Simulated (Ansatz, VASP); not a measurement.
## Re: VASP beside Ansatz

```
CELL_PARAMETERS angstrom
0.00000 2.78084 2.78084
2.78084 0.00000 2.78084
2.78084 2.78084 0.00000
ATOMIC_POSITIONS crystal
Re 0.12500 0.12500 0.12500
Re 0.87500 0.87500 0.87500
```

Alike in both runs: functional LDA; k mesh 10 × 10 × 10; occupations fermi-dirac, width 0.1 eV; no spin polarisation.

Ansatz relaxed the structure, and its values are those at the end. VASP's run is a single point on that final structure, the one shown.

|  | VASP | Ansatz |
| --- | --- | --- |
| version | VASP 6.6.1 | Ansatz 0.2.0 |
| potentials or method | VASP PAW LDA potentials, release 64 (Re), cutoff 520 eV | plane waves (420 eV) with PAW, scalar-relativistic |
| valence electrons in the cell | 14 | 30 |

Ansatz gave:

* pressure (GPa): 0.0

Question: What did VASP give for the same quantities?

Answer: Pressure (GPa): -1.5.

Ansatz warns that its potentials were made for another functional, while VASP's fit it. LDA's correlation is that of Perdew and Zunger in VASP and of Perdew and Wang (1992) in Ansatz. VASP's potentials hold 14 valence electrons a cell and Ansatz's 30, so a difference there can come from the potentials and not from the codes.

Neither program's run includes spin-orbit coupling.
